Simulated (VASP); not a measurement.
# Ba (Fm-3m) in VASP: notebook

The runs below take Ba through relaxation of cell and atoms, with LDA.

Program: VASP 6.6.1. These are calculated values, not measurements. Logs are shortened: lines on timing, memory, paths and dates and some standing lists are left out, and cuts for length are marked.

### 1 The cell of the first run

It takes space group Fm-3m (No. 225, cubic). Conventional cell: a = 5.592 Å, b = 5.592 Å, c = 5.592 Å, α = 90.00°, β = 90.00°, γ = 90.00°. Within 5.2 Å of Ba (site symmetry m-3m) lie 12 Ba at 3.95 Å.

### 2 Relaxation of cell and atoms, LDA, target pressure 2.3 GPa, at which the enthalpy is minimised

Input file INCAR:

```
ALGO = Normal
EDIFF = 1E-7
EDIFFG = -0.005
ENCUT = 500
GGA_COMPAT = F
IBRION = 2
ISIF = 3
ISMEAR = -1
LASPH = T
LCHARG = F
LREAL = F
LWAVE = F
NELM = 120
NELMIN = 4
NSW = 60
PREC = Accurate
PSTRESS = 23.0
SIGMA = 0.05
```

Input file KPOINTS:

```
k-points
0
Gamma
  12 12 12
```

Input file POSCAR:

```
Ba
1.0
    0.0000000000      2.7958554661      2.7958554661
    2.7958554661      0.0000000000      2.7958554661
    2.7958554661      2.7958554661      0.0000000000
Ba
1
Direct
    0.0000000000      0.0000000000      0.0000000000
```

Potentials or basis: VASP PAW LDA potentials, release 64 (Ba_sv).

The run is started by

```bash
> cat potpaw_LDA.64/Ba_sv/POTCAR > POTCAR
> mpirun -np 1 vasp_std > vasp.out
```

OUTCAR:

```text
EDIFF = 1E-7
   EDIFFG = -0.005
   ENCUT = 500
   IBRION = 2
   ISIF = 3
   ISMEAR = -1
   LASPH = T
   LREAL = F
   NELM = 120
   NELMIN = 4
   NSW = 60
   PREC = Accurate
   PSTRESS = 23.0

 ion  position               nearest neighbor table
   1  0.000  0.000  0.000-

  LATTYP: Found a face centered cubic cell.
 ALAT       =     5.5917109322

  Lattice vectors:

 A1 = (   0.0000000000,   2.7958554661,   2.7958554661)
 A2 = (   2.7958554661,   0.0000000000,   2.7958554661)
 A3 = (   2.7958554661,   2.7958554661,   0.0000000000)

Analysis of symmetry for initial positions (statically):
=====================================================================
 Subroutine PRICEL returns:
 Original cell was already a primitive cell.

 Routine SETGRP: Setting up the symmetry group for a
 face centered cubic supercell.

 Subroutine GETGRP returns: Found 48 space group operations
 (whereof 48 operations were pure point group operations)
 out of a pool of 48 trial point group operations.

The static configuration has the point symmetry O_h .

Analysis of symmetry for dynamics (positions and initial velocities):
=====================================================================
 Subroutine PRICEL returns:
 Original cell was already a primitive cell.

 Routine SETGRP: Setting up the symmetry group for a
 face centered cubic supercell.

 Subroutine GETGRP returns: Found 48 space group operations
 (whereof 48 operations were pure point group operations)
 out of a pool of 48 trial point group operations.

The dynamic configuration has the point symmetry O_h .

 Subroutine INISYM returns: Found 48 space group operations
 (whereof 48 operations are pure point group operations),
 and found     1 'primitive' translations

----------------------------------------------------------------------------------------

                                     Primitive cell

  volume of cell :      43.7093

  direct lattice vectors                    reciprocal lattice vectors
     0.000000000  2.795855466  2.795855466    -0.178836140  0.178836140  0.178836140
     2.795855466  0.000000000  2.795855466     0.178836140 -0.178836140  0.178836140
     2.795855466  2.795855466  0.000000000     0.178836140  0.178836140 -0.178836140

  length of vectors
     3.953936719  3.953936719  3.953936719     0.309753281  0.309753281  0.309753281

  position of ions in fractional coordinates (direct lattice)
     0.000000000  0.000000000  0.000000000

  ion indices of the primitive-cell ions
   primitive index   ion index
                 1           1

----------------------------------------------------------------------------------------

 KPOINTS: k-points

Automatic generation of k-mesh.
 Grid dimensions read from file:
 generate k-points for:   12   12   12

 Generating k-lattice:

  Cartesian coordinates                     Fractional coordinates (reciprocal lattice)
    -0.014903012  0.014903012  0.014903012     0.083333333  0.000000000  0.000000000
     0.014903012 -0.014903012  0.014903012     0.000000000  0.083333333  0.000000000
     0.014903012  0.014903012 -0.014903012     0.000000000  0.000000000  0.083333333

  Length of vectors
     0.025812773  0.025812773  0.025812773

  Shift w.r.t. Gamma in fractional coordinates (k-lattice)
     0.000000000  0.000000000  0.000000000

 Subroutine IBZKPT returns following result:
 ===========================================

 Found     72 irreducible k-points:

 Following reciprocal coordinates:
            Coordinates               Weight
  0.000000  0.000000  0.000000      1.000000
  0.083333  0.000000  0.000000      8.000000
  0.166667  0.000000  0.000000      8.000000
  0.250000  0.000000  0.000000      8.000000
  0.333333  0.000000  0.000000      8.000000
  0.416667  0.000000  0.000000      8.000000
[... 16 lines left out ...]
  0.500000  0.166667  0.000000     24.000000
 -0.416667  0.166667  0.000000     24.000000
 [... further k-points ...]
   k-points           NKPTS =     72   k-points in BZ     NKDIM =     72   number of bands    NBANDS=      9
   number of dos      NEDOS =    301   number of ions     NIONS =      1
   total plane-waves  NPLWV =  27000
   dimension x,y,z NGX =    30 NGY =   30 NGZ =   30
   dimension x,y,z NGXF=    60 NGYF=   60 NGZF=   60
   ions per type =               1
   NGX,Y,Z   is equivalent  to a cutoff of  12.61, 12.61, 12.61 a.u.
   NGXF,Y,Z  is equivalent  to a cutoff of  25.23, 25.23, 25.23 a.u.
 SYSTEM =  unknown system
   PREC   = accura    normal or accurate (medium, high low for compatibility)
   ISTART =      0    job   : 0-new  1-cont  2-samecut
   ICHARG =      2    charge: 1-file 2-atom 10-const
   ISPIN  =      1    spin polarized calculation?
   LNONCOLLINEAR =      F non collinear calculations
   LSORBIT =      F    spin-orbit coupling
   LASPH  =      T    aspherical Exc in radial PAW
   ENCUT  =  500.0 eV  36.75 Ry    6.06 a.u.   7.21  7.21  7.21*2*pi/ulx,y,z
   NELM   =    120;   NELMIN=  4; NELMDL= -5     # of ELM steps
   EDIFF  = 0.1E-06   stopping-criterion for ELM
   LREAL  =      F    real-space projection
   EDIFFG = -.5E-02   stopping-criterion for IOM
   NSW    =     60    number of steps for IOM
   IBRION =      2    ionic relax: 0-MD 1-quasi-New 2-CG
   NFREE  =      1    steps in history (QN), initial steepest desc. (CG)
   ISIF   =      3    stress and relaxation
   ISYM   =      2    0-nonsym 1-usesym 2-fastsym
   POTIM  = 0.5000    time-step for ionic-motion
   TEBEG  =    0.0;   TEEND  =   0.0 temperature during run
   PSTRESS=   23.0 pullay stress
   NELECT =      10.0000    total number of electrons
   NUPDOWN=      -1.0000    fix difference up-down
   EMIN   =  10.00;   EMAX   =-10.00  energy-range for DOS
   EFERMI =   0.00;   METHOD = LEGACY
   ISMEAR =    -1;   SIGMA  =   0.05  broadening in eV -4-tet -1-fermi 0-gaus
   EFERMI_NEDOS =   21; number of points for ismear=-14 and -15
   IALGO  =     38    algorithm
   IMIX   =      4    mixing-type and parameters
     AMIX     =   0.40;   BMIX     =  1.00
     AMIX_MAG =   1.60;   BMIX_MAG =  1.00
  volume/ion in A,a.u.               =      43.71       294.97
  Fermi-wavevector in a.u.,A,eV,Ry     =   1.001267  1.892121 13.640338  1.002537
  Thomas-Fermi vector in A             =   2.133678
   LORBIT       =      0    0 simple, 1 ext, 2 COOP (PROOUT), +10 PAW based schemes
   GGA     = CA    functional components
   LHFCALC =     F    Hartree Fock is set to
   AEXX    =    0.0000 exact exchange contribution
   IVDW    =     0    specifies the selected vdW correction
   LEPSILON=     F    determine dielectric tensor
   LRPA    =     F    only Hartree local field effects (RPA)
 conjugate gradient relaxation of ions
 non-spin polarized calculation
  energy-cutoff  :      500.00
  volume of cell :       43.71
 maximum number of plane-waves:      1125
 NGX is ok and might be reduce to    30
   NGX = 15   NGY = 15   NGZ = 15

--------------------------------------- Ionic step        1  -------------------------------------------

 number of electron      10.0000000 magnetization

 Free energy of the ion-electron system (eV)
  ---------------------------------------------------
  ext. energy  EPLUGINS =         0.00000000
  ---------------------------------------------------
  free energy    TOTEN  =        -2.16640947 eV

  energy without entropy =       -2.15223264  energy(sigma->0) =       -2.15932105

------------------------ aborting loop because EDIFF is reached ----------------------------------------

  FORCE on cell =-STRESS in cart. coord.  units (eV):
  Direction    XX          YY          ZZ          XY          YZ          ZX
  --------------------------------------------------------------------------------------
  -------------------------------------------------------------------------------------
  Total        0.7124647      0.7124647      0.7124647      0.0000000      0.0000000     -0.0000000
  in kB       26.1155868     26.1155868     26.1155868      0.0000000      0.0000000     -0.0000000
  external PRESSURE =       3.1155868 kB  Pullay stress =      23.0000000 kB
[... 59 lines left out ...]
  enthalpy is  TOTEN    =        -1.5397072990 eV   P V=        0.6352181836

--------------------------------------- Ionic step        3  -------------------------------------------

 number of electron      10.0000000 magnetization

 Free energy of the ion-electron system (eV)
  ---------------------------------------------------
  ext. energy  EPLUGINS =         0.00000000
  ---------------------------------------------------
  free energy    TOTEN  =        -2.18301241 eV

  energy without entropy =       -2.16872863  energy(sigma->0) =       -2.17587052

 E-fermi :   2.7154     XC(G=0):  -8.8039

 val. band max:        2.6730141428   @ k =  -0.4167   0.4167   0.0833
 cond. band min:       2.7162229228   @ k =  -0.2500   0.4167   0.1667
 fundamental gap:      0.0432087800
 Fermi energy:         2.7153956427

 k-point     1 :       0.0000    0.0000    0.0000
  band No.  band energies     occupation
      1     -25.6371      2.00000
      2     -10.2283      2.00000
      3     -10.2283      2.00000
      4     -10.2283      2.00000
      5      -0.0283      2.00000
      6       4.8179      0.00000
      7       4.8179      0.00000
      8       4.8179      0.00000
      9       7.1295      0.00000
[... 265 lines left out ...]
 k-point    24 :      -0.4167    0.1667    0.0000
  band No.  band energies     occupation
      1     -25.4504      2.00000
      2     -11.4161      2.00000
      3     -10.6468      2.00000
      4     -10.4406      2.00000
      5       2.2567      1.99979
      6       3.6617      0.00000
      7       4.8611      0.00000
      8       5.1615      0.00000
      9       8.3568      0.00000

 [... further k-points ...]
[... 5 lines left out ...]
  --------------------------------------------------------------------------------------
  -------------------------------------------------------------------------------------
  Total        0.6384031      0.6384031      0.6384031     -0.0000000     -0.0000000      0.0000000
  in kB       22.8323521     22.8323521     22.8323521     -0.0000000     -0.0000000      0.0000000
  external PRESSURE =      -0.1676479 kB  Pullay stress =      23.0000000 kB
[... 16 lines left out ...]
  FREE ENERGIE OF THE ION-ELECTRON SYSTEM (eV)
  ---------------------------------------------------
  free  energy   TOTEN  =        -2.1830124093 eV

  energy  without entropy=       -2.1687286287  energy(sigma->0) =       -2.17587052

  enthalpy is  TOTEN    =        -1.5399217543 eV   P V=        0.6430906550

 reached required accuracy - stopping structural energy minimisation
```

Run time: 1.7 min. Hardware: 1 thread of Intel Xeon 8259CL, shared host; peak memory 0.17 GiB.

Results:

```
Free energy                                            : -2.1830 eV
Relaxed volume                                         : 44.80 Å³/atom
Relaxed cell                                           : a = 3.986 Å, b = 3.986 Å, c = 3.986 Å, α = 60.00°, β = 60.00°, γ = 60.00°
Space group after relaxing (to 0.05 Å)                 : Fm-3m (No. 225)
Energy change on relaxing (the enthalpy is what falls) : -16.6 meV/atom
Ionic steps                                            : 3
Pressure after relaxing                                : 2.3 GPa
Band gap on the k mesh                                 : zero (band 5 reaches 3.07 eV, above the bottom of band 6 at 2.12 eV)
```

Step by step:
| step | energy change (eV) | largest force (eV/Å) | pressure (GPa) | volume (Å³) |
| --- | --- | --- | --- | --- |
| 1 | 0.0000 | 0.0000 | 2.61 | 43.71 |
| 2 | -0.0085 | 0.0000 | 2.45 | 44.25 |
| 3 | -0.0166 | 0.0000 | 2.28 | 44.80 |

Final structure:
```
Ba
1.0
     0.00000    2.81887    2.81887
     2.81887    0.00000    2.81887
     2.81887    2.81887    0.00000
Ba
1
Cartesian
  0.0000 0.0000 0.0000
```

Caveat: the cell is relaxed towards a set pressure, so the enthalpy falls and the energy may rise; spin-orbit coupling is left out, which moves the levels of the heavy elements.

### 3 Relaxation of cell and atoms, LDA, target pressure 2.3 GPa, at which the enthalpy is minimised

Input file INCAR:

```
SYSTEM = Ba
ALGO = Normal ; EDIFF = 1E-7
EDIFFG = -0.005 ; ENCUT = 500
GGA = CA ; GGA_COMPAT = .False.
IBRION = 2 ; ISIF = 3
ISMEAR = -1 ; LASPH = .True.
LCHARG = .False. ; LREAL = .False.
LWAVE = .False. ; NELM = 120
NELMIN = 4 ; NSW = 32
PREC = Accurate ; PSTRESS = 23.0
SIGMA = 0.05
```

Input file KPOINTS:

```
k-points
0
Gamma
  12 12 12
  0 0 0
```

POSCAR is that of step 2.

Potentials or basis: VASP PAW LDA potentials, release 64 (Ba_sv).

The run is started by

```bash
> cat potpaw_LDA.64/Ba_sv/POTCAR > POTCAR
> mpirun -np 1 vasp_std > vasp.out
```

Run time: 96 s. Hardware: 1 thread of Intel Xeon 8259CL, shared host; peak memory 0.17 GiB.

The run converged. Its results:

```
Free energy                                            : -2.1830 eV
Relaxed volume                                         : 44.80 Å³/atom
Relaxed cell                                           : a = 3.986 Å, b = 3.986 Å, c = 3.986 Å, α = 60.00°, β = 60.00°, γ = 60.00°
Space group after relaxing (to 0.05 Å)                 : Fm-3m (No. 225)
Energy change on relaxing (the enthalpy is what falls) : -16.6 meV/atom
Ionic steps                                            : 3
Pressure after relaxing                                : 2.3 GPa
Band gap on the k mesh                                 : zero (band 5 reaches 3.07 eV, above the bottom of band 6 at 2.12 eV)
```

Step by step:
```
step  energy change (eV)  largest force (eV/Å)  pressure (GPa)  volume (Å³)
   1              0.0000                0.0000            2.61        43.71
   2             -0.0085                0.0000            2.45        44.25
   3             -0.0166                0.0000            2.28        44.80
```

Final structure:
```cif
data_structure
_symmetry_space_group_name_H-M 'P 1'
_symmetry_Int_Tables_number 1
_cell_length_a 3.9865
_cell_length_b 3.9865
_cell_length_c 3.9865
_cell_angle_alpha 60.000
_cell_angle_beta 60.000
_cell_angle_gamma 60.000
_cell_volume 44.80
loop_
_atom_site_label
_atom_site_type_symbol
_atom_site_fract_x
_atom_site_fract_y
_atom_site_fract_z
_atom_site_occupancy
Ba1 Ba 0.00000 0.00000 0.00000 1
```

Levels at points of the mesh, in eV from the Fermi level:
```tsv
k point	band 2	band 3	band 4	band 5	band 6	band 7	band 8	band 9
(0.00, 0.00, 0.00)	-12.94	-12.94	-12.94	-2.74	2.10	2.10	2.10	4.41
(0.50, 0.00, 0.00)	-14.25	-13.11	-13.11	-1.10	1.88	1.88	2.53	6.26
(0.50, 0.50, 0.00)	-14.15	-13.40	-13.40	-1.28	-0.60	3.96	6.31	6.86
```

Caveat: the cell is relaxed towards a set pressure, so the enthalpy falls and the energy may rise; spin-orbit coupling is left out, which moves the levels of the heavy elements.
